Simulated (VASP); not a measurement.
Runs of VASP 6.6.1 on TiO2. The structure is that of space group R-3m (No. 166), or close to it. The cells are those of the table. 

| cell | gap on the mesh (eV) | pressure (GPa) | largest force (eV/Å) |
| --- | --- | --- | --- |
| a = 5.840 Å, angles 28.4°, 3 atoms | 3.02 | 6.9 | 1.15 |
| a = 5.515 Å, angles 30.9°, 3 atoms | (b) | (c) | 0.33 |
| a = 6.168 Å, angles 26.2°, 3 atoms | (a) | 9.3 | 2.01 |
| a = 4.584 Å, angles 41.1°, 3 atoms | 2.15 | -7.3 | 0.61 |
| a = 6.201 Å, angles 28.1°, 3 atoms | 2.60 | -14.7 | 3.06 |

Alike in all rows: task single point; level PBE+D3(BJ)+U; potentials or basis VASP PAW PBE potentials, release 64 (Ti_sv, O_h); no spin polarisation; Ti d U = 4.0 eV; k mesh 9 × 9 × 9; cutoff (eV) 1340; smearing gaussian 0.05 eV.

**Question.** Estimate the missing entries.

**Answer.** (a) 2.47; (b) 3.17; (c) 5.0.

Caveats: forces of over 1 eV/Å act on the atoms, so gaps and moduli don't describe the material at rest (at least some runs); the stress differs along the axes, from -12 to 16 GPa (at least some runs); the stress differs along the axes, from -4 to 10 GPa (at least some runs); the stress differs along the axes, from -20 to 24 GPa (at least some runs); the stress differs along the axes, from -18 to 14 GPa (at least some runs); the stress differs along the axes, from -26 to -9 GPa (at least some runs).

A k mesh can miss the band edges.
